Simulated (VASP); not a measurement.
# SnPb2O3 (P4/nmm) in VASP: notebook, part 2 of 2

VASP 6.6.1. The steps go on from the part before.

**5. Single point, PBE**

This run uses another cell than the first one, of 21.46 Å³/atom.

Contents of INCAR:

```
PREC = Accurate
ENCUT = 520
EDIFF = 1E-6
ISMEAR = 0
SIGMA = 0.1
LREAL = False
LASPH = True
NELM = 60
ALGO = Normal
ISIF = 2
LWAVE = False
LCHARG = False
GGA = PE
NBANDS = 72
```

Contents of KPOINTS:

```
Automatic mesh
0
Gamma
  4 4 1
```

Contents of POSCAR:

```
SnPb2O3
1.0
    3.9906804622      0.0000000000      0.0000000000
    0.0000000000      3.9906804622      0.0000000000
    0.0000000000      0.0000000000     16.1696033734
Sn Pb O
2 4 6
Direct
    0.0000000000      0.5000000000      0.7412593846
    0.5000000000      0.0000000000      0.2587406154
    0.0000000000      0.5000000000      0.0750356828
    0.0000000000      0.5000000000      0.4032657237
    0.5000000000      0.0000000000      0.9249643172
    0.5000000000      0.0000000000      0.5967342763
    0.0000000000      0.0000000000      0.6722717007
    0.0000000000      0.0000000000      0.0000000000
    0.0000000000      0.0000000000      0.3277282993
    0.5000000000      0.5000000000      0.6722717007
    0.5000000000      0.5000000000      0.0000000000
    0.5000000000      0.5000000000      0.3277282993
```

Potentials or basis: VASP PAW PBE potentials, release 64 (Sn_d, Pb_d, O).

The run is started by

```sh
cat potpaw_PBE.64/Sn_d/POTCAR potpaw_PBE.64/Pb_d/POTCAR potpaw_PBE.64/O/POTCAR > POTCAR
mpirun -np 1 vasp_std > vasp.out
```

OUTCAR:

```text
PREC = Accurate
   ENCUT = 520
   EDIFF = 1E-6
   ISMEAR = 0
   LREAL = False
   LASPH = True
   NELM = 60
   ISIF = 2
   GGA = PE

 ion  position               nearest neighbor table
   1  0.000  0.500  0.741-   7 2.29  10 2.29   7 2.29  10 2.29   6 3.66   6 3.66   6 3.66   6 3.66

   2  0.500  0.000  0.259-   9 2.29  12 2.29  12 2.29   9 2.29   4 3.66   4 3.66   4 3.66   4 3.66

   3  0.000  0.500  0.075-   8 2.34  11 2.34   8 2.34  11 2.34   5 3.72   5 3.72   5 3.72   5 3.72
[... 7 lines left out ...]
   7  0.000  0.000  0.672-   1 2.29   1 2.29   6 2.34   6 2.34
   8  0.000  0.000  0.000-   3 2.34   5 2.34   3 2.34   5 2.34
   9  0.000  0.000  0.328-   2 2.29   2 2.29   4 2.34   4 2.34
  10  0.500  0.500  0.672-   1 2.29   1 2.29   6 2.34   6 2.34
  11  0.500  0.500  0.000-   3 2.34   5 2.34   5 2.34   3 2.34
  12  0.500  0.500  0.328-   2 2.29   2 2.29   4 2.34   4 2.34

  LATTYP: Found a simple tetragonal cell.
 ALAT       =     3.9906804622
 C/A-ratio  =     4.0518411651

  Lattice vectors:

 A1 = (   3.9906804622,   0.0000000000,   0.0000000000)
 A2 = (   0.0000000000,   3.9906804622,   0.0000000000)
 A3 = (   0.0000000000,   0.0000000000,  16.1696033734)

Analysis of symmetry for initial positions (statically):
=====================================================================
 Subroutine PRICEL returns:
 Original cell was already a primitive cell.

 Routine SETGRP: Setting up the symmetry group for a
 simple tetragonal supercell.

 Subroutine GETGRP returns: Found 16 space group operations
 (whereof  8 operations were pure point group operations)
 out of a pool of 16 trial point group operations.

The static configuration has the point symmetry D_2d.
 The point group associated with its full space group is D_4h.

Analysis of symmetry for dynamics (positions and initial velocities):
=====================================================================
 Subroutine PRICEL returns:
 Original cell was already a primitive cell.

 Routine SETGRP: Setting up the symmetry group for a
 simple tetragonal supercell.

 Subroutine GETGRP returns: Found 16 space group operations
 (whereof  8 operations were pure point group operations)
 out of a pool of 16 trial point group operations.

The dynamic configuration has the point symmetry D_2d.
 The point group associated with its full space group is D_4h.

 Subroutine INISYM returns: Found 16 space group operations
 (whereof  8 operations are pure point group operations),
 and found     1 'primitive' translations

----------------------------------------------------------------------------------------

                                     Primitive cell

  volume of cell :     257.5095

  direct lattice vectors                    reciprocal lattice vectors
     3.990680462  0.000000000  0.000000000     0.250583831  0.000000000  0.000000000
     0.000000000  3.990680462  0.000000000     0.000000000  0.250583831  0.000000000
     0.000000000  0.000000000 16.169603373     0.000000000  0.000000000  0.061844436

  length of vectors
     3.990680462  3.990680462 16.169603373     0.250583831  0.250583831  0.061844436

  position of ions in fractional coordinates (direct lattice)
     0.000000000  0.500000000  0.741259385
     0.500000000  0.000000000  0.258740615
[... 61 lines left out ...]
   number of dos      NEDOS =    301   number of ions     NIONS =     12
   total plane-waves  NPLWV = 108000
   dimension x,y,z NGX =    30 NGY =   30 NGZ =  120
   dimension x,y,z NGXF=    60 NGYF=   60 NGZF=  240
   ions per type =               2   4   6
   NGX,Y,Z   is equivalent  to a cutoff of  12.50, 12.50, 12.34 a.u.
   NGXF,Y,Z  is equivalent  to a cutoff of  25.00, 25.00, 24.68 a.u.
 SYSTEM =  unknown system
   PREC   = accura    normal or accurate (medium, high low for compatibility)
   ISTART =      0    job   : 0-new  1-cont  2-samecut
   ICHARG =      2    charge: 1-file 2-atom 10-const
   ISPIN  =      1    spin polarized calculation?
   LNONCOLLINEAR =      F non collinear calculations
   LSORBIT =      F    spin-orbit coupling
   LASPH  =      T    aspherical Exc in radial PAW
   ENCUT  =  520.0 eV  38.22 Ry    6.18 a.u.   7.42  7.42 30.06*2*pi/ulx,y,z
   NELM   =     60;   NELMIN=  2; NELMDL= -5     # of ELM steps
   EDIFF  = 0.1E-05   stopping-criterion for ELM
   LREAL  =      F    real-space projection
   EDIFFG = 0.1E-04   stopping-criterion for IOM
   NSW    =      0    number of steps for IOM
   IBRION =     -1    ionic relax: 0-MD 1-quasi-New 2-CG
   NFREE  =      0    steps in history (QN), initial steepest desc. (CG)
   ISIF   =      2    stress and relaxation
   ISYM   =      2    0-nonsym 1-usesym 2-fastsym
   POTIM  = 0.5000    time-step for ionic-motion
   TEBEG  =    0.0;   TEEND  =   0.0 temperature during run
   PSTRESS=    0.0 pullay stress
   NELECT =     120.0000    total number of electrons
   NUPDOWN=      -1.0000    fix difference up-down
   EMIN   =  10.00;   EMAX   =-10.00  energy-range for DOS
   EFERMI =   0.00;   METHOD = LEGACY
   ISMEAR =     0;   SIGMA  =   0.10  broadening in eV -4-tet -1-fermi 0-gaus
   EFERMI_NEDOS =   21; number of points for ismear=-14 and -15
   IALGO  =     38    algorithm
   IMIX   =      4    mixing-type and parameters
     AMIX     =   0.40;   BMIX     =  1.00
     AMIX_MAG =   1.60;   BMIX_MAG =  1.00
  volume/ion in A,a.u.               =      21.46       144.81
  Fermi-wavevector in a.u.,A,eV,Ry     =   1.269222  2.398481 21.917948  1.610924
  Thomas-Fermi vector in A             =   2.402275
   LORBIT       =      0    0 simple, 1 ext, 2 COOP (PROOUT), +10 PAW based schemes
   GGA     = PE    functional components
   LHFCALC =     F    Hartree Fock is set to
   AEXX    =    0.0000 exact exchange contribution
   IVDW    =     0    specifies the selected vdW correction
   LEPSILON=     F    determine dielectric tensor
   LRPA    =     F    only Hartree local field effects (RPA)
 non-spin polarized calculation
 Gauss-broadening in eV      SIGMA  =   0.10
  energy-cutoff  :      520.00
  volume of cell :      257.51
 maximum number of plane-waves:      6981
 NGX is ok and might be reduce to    30
   NGX = 15   NGY = 15   NGZ = 61

 number of electron     120.0000028 magnetization

 Free energy of the ion-electron system (eV)
  ---------------------------------------------------
  ext. energy  EPLUGINS =         0.00000000
  ---------------------------------------------------
  free energy    TOTEN  =       -65.62054634 eV

  energy without entropy =      -65.62054634  energy(sigma->0) =      -65.62054634

 E-fermi :   5.1997     XC(G=0):  -9.3037

 val. band max:        4.6774935384   @ k =   0.0000   0.0000   0.0000
 cond. band min:       5.7611637234   @ k =   0.5000   0.5000   0.0000
 fundamental gap:      1.0836701850
 Fermi energy:         5.1997161946

 k-point     1 :       0.0000    0.0000    0.0000
  band No.  band energies     occupation
      1     -16.4817      2.00000
      2     -16.4817      2.00000
      3     -16.2819      2.00000
      4     -16.2819      2.00000
      5     -16.2819      2.00000
      6     -16.2819      2.00000
[... 439 lines left out ...]
     71       9.6904      0.00000
     72       9.6909      0.00000

------------------------ aborting loop because EDIFF is reached ----------------------------------------

  FORCE on cell =-STRESS in cart. coord.  units (eV):
  Direction    XX          YY          ZZ          XY          YZ          ZX
  --------------------------------------------------------------------------------------
  -------------------------------------------------------------------------------------
  Total        0.0941408      0.0941408      0.3334829      0.0000000      0.0000000     -0.0000000
  in kB        0.5857269      0.5857269      2.0748700      0.0000000      0.0000000     -0.0000000
  external PRESSURE =       1.0821079 kB  Pullay stress =       0.0000000 kB

 VOLUME and BASIS-vectors are now :
 -----------------------------------------------------------------------------
  energy-cutoff  :      520.00
  volume of cell :      257.51
      direct lattice vectors                 reciprocal lattice vectors
     3.990680462  0.000000000  0.000000000     0.250583831  0.000000000  0.000000000
     0.000000000  3.990680462  0.000000000     0.000000000  0.250583831  0.000000000
     0.000000000  0.000000000 16.169603373     0.000000000  0.000000000  0.061844436

 POSITION                                       TOTAL-FORCE (eV/Angst)
 -----------------------------------------------------------------------------------
      0.00000      1.99534     11.98587        -0.000000      0.000000      0.028064
      1.99534      0.00000      4.18373        -0.000000      0.000000     -0.028064
      0.00000      1.99534      1.21330         0.000000      0.000000      0.036132
      0.00000      1.99534      6.52065         0.000000      0.000000      0.022991
      1.99534      0.00000     14.95631        -0.000000      0.000000     -0.036132
      1.99534      0.00000      9.64896        -0.000000      0.000000     -0.022991
      0.00000      0.00000     10.87037        -0.000000      0.000000     -0.000657
      0.00000      0.00000      0.00000        -0.000000      0.000000      0.000000
      0.00000      0.00000      5.29924        -0.000000     -0.000000      0.000657
      1.99534      1.99534     10.87037         0.000000      0.000000     -0.000657
      1.99534      1.99534      0.00000        -0.000000     -0.000000      0.000000
      1.99534      1.99534      5.29924        -0.000000     -0.000000      0.000657
 -----------------------------------------------------------------------------------
    total drift:                                0.000000      0.000000     -0.000000

  FREE ENERGIE OF THE ION-ELECTRON SYSTEM (eV)
  ---------------------------------------------------
  free  energy   TOTEN  =       -65.6205463429 eV

  energy  without entropy=      -65.6205463429  energy(sigma->0) =      -65.62054634
```

Wall time 97 s (1 thread of Intel Xeon 6975P-C (Granite Rapids), shared host); peak memory 0.35 GiB.

What came out:

| Property | Result |
| --- | --- |
| Free energy | -65.6205 eV |
| Pressure | 0.1 GPa |
| Largest force | 0.036 eV/Å |
| Band gap on the k mesh | 1.08 eV (least direct gap 1.15 eV) |

Forces in eV/Å, atoms in the order of the input:
```
Sn   0.000  0.000  0.028
Sn   0.000  0.000 -0.028
Pb   0.000  0.000  0.036
Pb   0.000  0.000  0.023
Pb   0.000  0.000 -0.036
Pb   0.000  0.000 -0.023
O    0.000  0.000 -0.001
O    0.000  0.000  0.000
O    0.000  0.000  0.001
O    0.000  0.000 -0.001
O    0.000  0.000  0.000
O    0.000  0.000  0.001
```

Stress tensor (GPa, compression positive):
```
0.06 0.00 0.00
0.00 0.06 0.00
0.00 0.00 0.21
```

Caveat: spin-orbit coupling is left out, which moves the levels of the heavy elements.

**6. Summary**

```tsv
task	cell	k mesh	cutoff (eV)	smearing	gap on the mesh (eV)	pressure (GPa)	largest force (eV/Å)
single point	a = 3.987, b = 3.987, c = 16.408 Å, 12 atoms, atomic positions A	8 × 8 × 2	520	gaussian 0.02 eV	1.10	0.1	0.07
relaxation of cell and atoms	relaxed from a = 3.946, b = 3.946, c = 15.058 Å, 12 atoms, atomic positions B	4 × 4 × 1	600	gaussian 0.1 eV	1.04	0.1	0.03
single point	a = 3.946, b = 3.946, c = 15.058 Å, 12 atoms, atomic positions B	4 × 4 × 1	520	gaussian 0.1 eV	0.77	2.1	0.92
single point	a = 3.991, b = 3.991, c = 16.170 Å, 12 atoms, atomic positions C	4 × 4 × 1	520	gaussian 0.1 eV	1.08	0.1	0.04
```

Alike in all rows: level PBE; potentials or basis VASP PAW PBE potentials, release 64 (Sn_d, Pb_d, O); no spin polarisation.

Caveats: spin-orbit coupling is left out, which moves the levels of the heavy elements.

Total energies depend on the potentials used, so only differences within one code and one set of settings carry meaning.
